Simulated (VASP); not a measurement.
Wanted: the native input for a VASP 6.6.1 run.

* Task: relaxation of shape and atoms at fixed volume
* Functional: r2SCAN
* Potentials or basis: VASP PAW PBE potentials, release 64 (Hf_pv, B)
* Cutoff: 600 eV
* k mesh: 15 × 15 × 12
* Occupations: gaussian, width 0.1 eV
* Spin: no spin polarisation
* Dipole correction: no
* Further INCAR settings: ALGO = Normal; EDIFF = 1e-07; IBRION = 2; EDIFFG = -0.01; NSW = 50; ISIF = 4

The system is HfB2.

```
Hf B
1.0
     3.19444    0.00000    0.00000
    -1.59722    2.76646    0.00000
     0.00000    0.00000    3.55575
Hf B
1 2
Direct
  0.00000 0.00000 0.00000
  0.33333 0.66667 0.50000
  0.66667 0.33333 0.50000
```

This cell differs from its parent crystal: volume scaled by 1.06.

The input as run:

POSCAR

```
HfB2
1.0
    3.1944352767      0.0000000000      0.0000000000
   -1.5972176383      2.7664621003      0.0000000000
    0.0000000000      0.0000000000      3.5557512317
Hf B
1 2
Direct
    0.0000000000      0.0000000000      0.0000000000
    0.3333333333      0.6666666667      0.5000000000
    0.6666666667      0.3333333333      0.5000000000
```

INCAR.step1

```
SYSTEM = HfB2
  ALGO = Normal
  EDIFF = 1E-4
  ENCUT = 600
  GGA = PE
  ISMEAR = 0
  LASPH = .TRUE.
  LCHARG = .FALSE.
  LREAL = .FALSE.
  LWAVE = .TRUE.
  NELM = 100
  PREC = Accurate
  SIGMA = 0.1
```

INCAR.step2

```
SYSTEM = HfB2
  ALGO = Normal
  EDIFF = 1E-7
  EDIFFG = -0.01
  ENCUT = 600
  IBRION = 2
  ISIF = 4
  ISMEAR = 0
  ISTART = 1
  LASPH = .TRUE.
  LCHARG = .FALSE.
  LMIXTAU = .TRUE.
  LREAL = .FALSE.
  LWAVE = .FALSE.
  METAGGA = R2SCAN
  NELM = 100
  NSW = 50
  PREC = Accurate
  SIGMA = 0.1
```

KPOINTS

```
k-points
0
G
  15 15 12
  0 0 0
```

Potentials or basis: VASP PAW PBE potentials, release 64 (Hf_pv, B).

Command:

```console
$ cat potpaw_PBE.64/Hf_pv/POTCAR potpaw_PBE.64/B/POTCAR > POTCAR
$ cp INCAR.step1 INCAR
$ mpirun -np 1 vasp_std > vasp.out
$ cp INCAR.step2 INCAR
$ mpirun -np 1 vasp_std > vasp.out
```

Results of the run:

The energy gained by relaxing is 0.1 meV/atom. The ionic steps are 2, the pressure after relaxing is -14.0 GPa and the band gap on the k mesh is zero (band 8 reaches 8.15 eV, above the bottom of band 9 at 7.06 eV).

Caveat: the PAW data sets were made with another functional, which shifts forces and pressure a little; spin-orbit coupling is left out, which moves the levels of the heavy elements.

Run time: 8 min on 1 thread of AMD EPYC 7R43 64-Core Processor (Zen 3), on a shared host, peak memory 0.2 GiB.
